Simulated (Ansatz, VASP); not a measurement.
CaSi3N2: VASP beside Ansatz

```xyz
12
Lattice="2.9885 0.0000 0.0020 -0.0001 5.1788 0.0080 0.0059 0.0144 9.1200" Properties=species:S:1:pos:R:3 pbc="T T T"
Ca    0.0000    0.0000    0.0001
Ca    1.5003    2.6036    9.1250
Si    2.9952    1.7380    6.4186
Si    1.5009    4.3274    6.4229
Si    1.4935    0.8656    2.7084
Si   -0.0008    3.4553    2.7100
Si    0.0026    5.1849    4.5680
Si    1.4970    2.5979    4.5650
N     2.9879    1.7299    1.8076
N     1.4936    4.3191    1.8095
N     1.5009    0.8738    7.3200
N     0.0066    3.4633    7.3232
```

Change from the starting cell: cell x2, atoms moved at random (sigma 0.1 Å) and cell strained at random (1.5 %), then relaxed without symmetry.

Alike in both runs: functional PBE; k mesh 8 × 4 × 4; occupations gaussian, width 0.2 eV; no spin polarisation.

Ansatz relaxed the structure, and its values are those at the end. VASP's run is a single point on that final structure, the one shown.

|  | VASP | Ansatz |
| --- | --- | --- |
| version | VASP 6.6.1 | Ansatz 0.2.0 |
| potentials or method | VASP PAW PBE potentials, release 64 (Ca_sv, Si, N), cutoff 600 eV | scalar-relativistic, plane waves, PAW |
| valence electrons in the cell | 64 | 64 |

|  | VASP | Ansatz | Ansatz less VASP |
| --- | --- | --- | --- |
| gap on the k mesh at the Fermi level (eV) | none | none | - |
| pressure (GPa) | 0.1 | 0.0 | -0.13 |
| rms of the force components (eV/Å) | 0.012 | 0.002 | -0.0095 |

A gap of «none» marks a metal or a gap that the smearing closes. With one functional, cell and mesh, what is left measures potentials, basis and numerics.
